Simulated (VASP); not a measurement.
Input of a VASP 6.6.1 run:

INCAR

```
SYSTEM = GaP
  PREC = Accurate
  ENCUT = 520
  EDIFF = 1E-7
  ISMEAR = -1
  SIGMA = 0.05
  LREAL = .False.
  LASPH = .True.
  NELM = 60
  ALGO = Normal
  ISIF = 2
  LWAVE = .False.
  LCHARG = .True.
  GGA = PE
  LELF = .True.
  LVHAR = .True.
  NBANDS = 16
```

Contents of KPOINTS:

```
Automatic mesh
0
Gamma
  8 8 9
  0 0 0
```

Contents of POSCAR:

```
GaP
1.0
    3.5021475848      0.0000000000      0.0000000000
    0.0000000000      3.5021475848      0.0000000000
    0.0000000000      0.0000000000      2.8394400188
Ga P
1 1
Direct
    0.0000000000      0.0000000000      0.0000000000
    0.5000000000      0.5000000000      0.5000000000
```

Potentials or basis: VASP PAW PBE potentials, release 64 (Ga_d, P).

Command:

```console
$ cat potpaw_PBE.64/Ga_d/POTCAR potpaw_PBE.64/P/POTCAR > POTCAR
$ mpirun -np 1 vasp_std > vasp.out
```

Task: Predict the band gap on the k mesh.

Result: Zero (band 9 reaches 9.18 eV, above the bottom of band 10 at 4.40 eV).

Task: Estimate the pressure.

Result: -2.8 GPa.

Stress tensor (GPa, compression positive):
```
-2.73  0.00  0.00
 0.00 -2.73  0.00
 0.00  0.00 -2.93
```
